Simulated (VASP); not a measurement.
A run of VASP 6.6.1 is set up as follows.

Contents of INCAR:

```
PREC = Accurate
ENCUT = 520
EDIFF = 1E-6
ISMEAR = 0
SIGMA = 0.2
LREAL = False
LASPH = True
NELM = 80
ALGO = Normal
ISIF = 2
LWAVE = False
LCHARG = False
GGA = PE
NBANDS = 26
```

File KPOINTS:

```
regular mesh
0
Gamma
  8 4 4
```

The input POSCAR:

```
SiC3
1.0
    1.4188273540     -2.4574810643      0.0000000000
   -4.2564820620     -2.4574810643      0.0000000000
    0.0000000000      0.0000000000     -9.1554013496
Si C
2 6
Direct
    0.0000000000      0.6666666667      0.5000000000
    0.5000000000      0.1666666667      0.5000000000
    0.5000000000      0.8333333333      0.0000000000
    0.0000000000      0.3333333333      0.0000000000
    0.5000000000      0.8333333333      0.5000000000
    0.0000000000      0.3333333333      0.5000000000
    0.0000000000      0.6666666667      0.0000000000
    0.5000000000      0.1666666667      0.0000000000
```

Potentials or basis: VASP PAW PBE potentials, release 64 (Si, C).

Run with:

```console
$ cat potpaw_PBE.64/Si/POTCAR potpaw_PBE.64/C/POTCAR > POTCAR
$ mpirun -np 1 vasp_std > vasp.out
```

(1) What does it give for the band gap on the k mesh?

(2) What does it give for the largest force?

(3) What does it give for the pressure?

## Answers

(1) 0.34 eV.

(2) 0.006 eV/Å.

(3) 0.0 GPa.
